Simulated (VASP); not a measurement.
# V (Im-3m) in VASP: a series of runs, part 2 of 2

VASP 6.6.1. Earlier steps stand in the parts before.

## 5. Single point, PBEsol, collinear spin, ferromagnetic start (volume scaled by 1.04)

File INCAR:

```
SYSTEM = V
PREC = Accurate ; ENCUT = 520
EDIFF = 1E-7 ; ISMEAR = -1
SIGMA = 0.03 ; LREAL = .False.
LASPH = .True. ; NELM = 150
ALGO = Normal ; ISIF = 2
LWAVE = .False. ; LCHARG = .False.
ISPIN = 2 ; MAGMOM = 1.5
LORBIT = 11 ; LMAXMIX = 4
GGA = PS ; NBANDS = 16
```

File KPOINTS:

```
Automatic mesh
0
Gamma
  19 19 19
  0 0 0
```

File POSCAR:

```
V
1.0
   -1.5329101780      1.5329101780      1.5329101780
    1.5329101780     -1.5329101780      1.5329101780
    1.5329101780      1.5329101780     -1.5329101780
V
1
Direct
    0.0000000000      0.0000000000      0.0000000000
```

Potentials or basis: VASP PAW PBE potentials, release 64 (V_sv).

Started as:

```console
$ cat potpaw_PBE.64/V_sv/POTCAR > POTCAR
$ mpirun -np 1 vasp_std > vasp.out
```

OUTCAR:

```text
SYSTEM = V
   PREC = Accurate
   ENCUT = 520
   EDIFF = 1E-7
   ISMEAR = -1
   LREAL = .False.
   LASPH = .True.
   NELM = 150
   ISIF = 2
   ISPIN = 2
   LORBIT = 11
   GGA = PS

 ion  position               nearest neighbor table
   1  0.000  0.000  0.000-

  LATTYP: Found a body centered cubic cell.
 ALAT       =     3.0658203560

  Lattice vectors:

 A1 = (  -1.5329101780,   1.5329101780,   1.5329101780)
 A2 = (   1.5329101780,  -1.5329101780,   1.5329101780)
 A3 = (   1.5329101780,   1.5329101780,  -1.5329101780)

Analysis of symmetry for initial positions (statically):
=====================================================================
 Subroutine PRICEL returns:
 Original cell was already a primitive cell.

 Routine SETGRP: Setting up the symmetry group for a
 body centered cubic supercell.

 Subroutine GETGRP returns: Found 48 space group operations
 (whereof 48 operations were pure point group operations)
 out of a pool of 48 trial point group operations.

The static configuration has the point symmetry O_h .

Analysis of symmetry for dynamics (positions and initial velocities):
=====================================================================
 Subroutine PRICEL returns:
 Original cell was already a primitive cell.

[... 618 lines left out ...]
      5       5.8278      1.00000
      6       7.9492      1.00000
[... 8 lines left out ...]
     15      35.2356      0.00000
     16      36.2846      0.00000

 [... further k-points ...]

 spin component 2

 k-point     1 :       0.0000    0.0000    0.0000
  band No.  band energies     occupation
      1     -54.8114      1.00000
      2     -28.3110      1.00000
      3     -28.3110      1.00000
      4     -28.3110      1.00000
      5       2.3088      1.00000
      6       9.1451      0.00000
[... 435 lines left out ...]
      5       5.8281      1.00000
      6       7.9496      1.00000
[... 8 lines left out ...]
     15      35.2359      0.00000
     16      36.2849      0.00000

 [... further k-points ...]
[... 5 lines left out ...]
  --------------------------------------------------------------------------------------
  -------------------------------------------------------------------------------------
  Total       -1.5341186     -1.5341186     -1.5341186     -0.0000000      0.0000000     -0.0000000
  in kB     -170.5922913   -170.5922913   -170.5922913     -0.0000000      0.0000000     -0.0000000
  external PRESSURE =    -170.5922913 kB  Pullay stress =       0.0000000 kB

 VOLUME and BASIS-vectors are now :
 -----------------------------------------------------------------------------
  energy-cutoff  :      520.00
  volume of cell :       14.41
      direct lattice vectors                 reciprocal lattice vectors
    -1.532910178  1.532910178  1.532910178     0.000000000  0.326176972  0.326176972
     1.532910178 -1.532910178  1.532910178     0.326176972  0.000000000  0.326176972
     1.532910178  1.532910178 -1.532910178     0.326176972  0.326176972  0.000000000

 POSITION                                       TOTAL-FORCE (eV/Angst)
 -----------------------------------------------------------------------------------
      0.00000      0.00000      0.00000         0.000000     -0.000000      0.000000
 -----------------------------------------------------------------------------------
    total drift:                                0.000000     -0.000000      0.000000

  FREE ENERGIE OF THE ION-ELECTRON SYSTEM (eV)
  ---------------------------------------------------
  free  energy   TOTEN  =        -9.5539022158 eV

  energy  without entropy=       -9.5481075666  energy(sigma->0) =       -9.55100489

 total charge

# of ion       s       p       d       tot
------------------------------------------
    1        2.324   6.202   3.021  11.547

 magnetization (x)

# of ion       s       p       d       tot
------------------------------------------
    1        0.000   0.000   0.000   0.000
```

OSZICAR:

```text
N       E                     dE             d eps       ncg     rms          rms(c)
DAV:   1     0.937252880907E+02    0.93725E+02   -0.64537E+03 14176   0.879E+02
DAV:   2    -0.940128222495E+01   -0.10313E+03   -0.99117E+02 15456   0.271E+02
DAV:   3    -0.109349039462E+02   -0.15336E+01   -0.15318E+01 16168   0.361E+01
DAV:   4    -0.109411259252E+02   -0.62220E-02   -0.62219E-02 16576   0.243E+00
DAV:   5    -0.109411833511E+02   -0.57426E-04   -0.57427E-04 16248   0.217E-01    0.185E+01
DAV:   6    -0.955200184799E+01    0.13892E+01   -0.19956E+00 14368   0.239E+01    0.190E+00
DAV:   7    -0.955824751864E+01   -0.62457E-02   -0.87913E-02 15416   0.269E+00    0.135E+00
DAV:   8    -0.955520399467E+01    0.30435E-02   -0.53649E-03 15856   0.858E-01    0.834E-01
DAV:   9    -0.955363541828E+01    0.15686E-02   -0.14233E-03 16104   0.443E-01    0.148E-01
DAV:  10    -0.955386969491E+01   -0.23428E-03   -0.51601E-04 15520   0.205E-01    0.434E-02
DAV:  11    -0.955389613915E+01   -0.26444E-04   -0.37522E-05 16712   0.558E-02    0.161E-02
DAV:  12    -0.955390202900E+01   -0.58898E-05   -0.34991E-06 14864   0.195E-02    0.514E-03
DAV:  13    -0.955390221428E+01   -0.18528E-06   -0.99051E-08 12920   0.374E-03    0.159E-03
DAV:  14    -0.955390221575E+01   -0.14722E-08   -0.25958E-08  7648   0.132E-03
   1 F= -.95539022E+01 E0= -.95510049E+01  d E =-.579465E-02  mag=     0.0000
```

stdout:

```text
POSCAR found type information on POSCAR V
 POSCAR found :  1 types and       1 ions
 scaLAPACK will be used
 -----------------------------------------------------------------------------
|                                                                             |
|                                                                             |
|     You enforced a specific xc type in the INCAR file but a different       |
|     I HOPE YOU KNOW WHAT YOU ARE DOING!                                     |
|                                                                             |
 -----------------------------------------------------------------------------

 LDA part: xc-table for (Slater+PW92), standard interpolation
 POSCAR, INCAR and KPOINTS ok, starting setup
 FFT: planning ... GRIDC
 FFT: planning ... GRID_SOFT
 FFT: planning ... GRID
 WAVECAR not read
 entering main loop
```

Wall time 36 s (1 thread of Intel Xeon 6975P-C (Granite Rapids), shared host); peak memory 0.18 GiB.

Results:

```yaml
Free_energy: -9.5539 eV
Pressure: -17.1 GPa
Net_moment: 0.00 μB per cell
Valence_electrons_inside_the_program's_atomic_spheres: V 11.55
```

Caveat: the PAW data sets were made with another functional, which shifts forces and pressure a little.

## 6. Overview

| cell | gap on the mesh (eV) | pressure (GPa) | moment (μB) |
| --- | --- | --- | --- |
| a = 2.567 Å, angles 109.5°, 1 atom | none | -1.1 | 0.00 |
| a = 2.603 Å, angles 109.5°, 1 atom | none | -8.5 | 0.00 |
| a = 2.629 Å, angles 109.5°, 1 atom | none | -13.1 | 0.00 |
| a = 2.655 Å, angles 109.5°, 1 atom | none | -17.1 | 0.00 |

Alike in all rows: task single point; level PBEsol; potentials or basis VASP PAW PBE potentials, release 64 (V_sv); spin collinear, ferromagnetic start; k mesh 19 × 19 × 19; cutoff (eV) 520; smearing fermi-dirac 0.03 eV.

Caveats: the PAW data sets were made with another functional, which shifts forces and pressure a little.

Absolute energies hang on the potentials; compare differences alone.
